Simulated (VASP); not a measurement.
AlNi3: single point with r2SCAN

AlNi3:

```
CELL_PARAMETERS angstrom
0.00000 2.80189 2.80189
2.80189 0.00000 2.80189
2.80189 2.80189 0.00000
ATOMIC_POSITIONS crystal
Al 0.51520 0.48480 0.48480
Ni 0.26324 0.23676 0.23676
Ni 0.96654 0.03346 0.03346
Ni 0.76324 0.73676 0.73676
```

This cell differs from its parent crystal: atoms displaced along a vibrational mode.

```yaml
Program: VASP 6.6.1
Task: single point
Functional: r2SCAN
Potentials_or_basis: VASP PAW PBE potentials, release 64 (Al, Ni)
Cutoff: 520 eV
k_mesh: 14 × 14 × 14
Occupations: gaussian, width 0.15 eV
Spin: no spin polarisation
```

```json
{"Pressure": "4.4 GPa", "Largest force": "2.559 eV/Å", "Band gap on the k mesh": "zero (an odd number of electrons rules out a gap without spin polarisation)"}
```

Forces in eV/Å, atoms in the order of the input:
```
Al   0.602  0.000  0.000
Ni   0.979  0.000  0.000
Ni  -2.559  0.000  0.000
Ni   0.979  0.000  0.000
```

Stress tensor (GPa, compression positive):
```
3.27 0.00 0.00
0.00 5.01 0.00
0.00 0.00 5.01
```

Levels at points of the mesh, in eV from the Fermi level:
| k point | band 13 | band 14 | band 15 | band 16 | band 17 | band 18 | band 19 | band 20 |
| --- | --- | --- | --- | --- | --- | --- | --- | --- |
| (0.00, 0.00, 0.00) | -0.91 | -0.61 | -0.60 | -0.56 | 5.32 | 5.32 | 5.47 | 6.21 |
| (0.50, 0.00, 0.00) | -0.84 | -0.70 | -0.59 | -0.43 | -0.14 | 4.29 | 4.37 | 5.02 |
| (0.50, 0.50, 0.00) | -1.17 | -0.65 | -0.46 | -0.35 | -0.30 | -0.29 | -0.05 | 4.35 |
| (0.00, 0.50, 0.50) | -1.25 | -0.77 | -0.64 | -0.62 | -0.62 | -0.61 | 0.07 | 4.48 |

Run time: 30 min on 1 thread of Intel Xeon 8259CL, with other jobs on the host, peak memory 0.35 GiB.

Caveat: the cell differs from its parent crystal (atoms displaced along a vibrational mode); the cell stands under pressure; the PAW data sets were made with another functional, which shifts forces and pressure a little. Spin polarisation is off, so any magnetic state and its effect on volume and gap are missing.
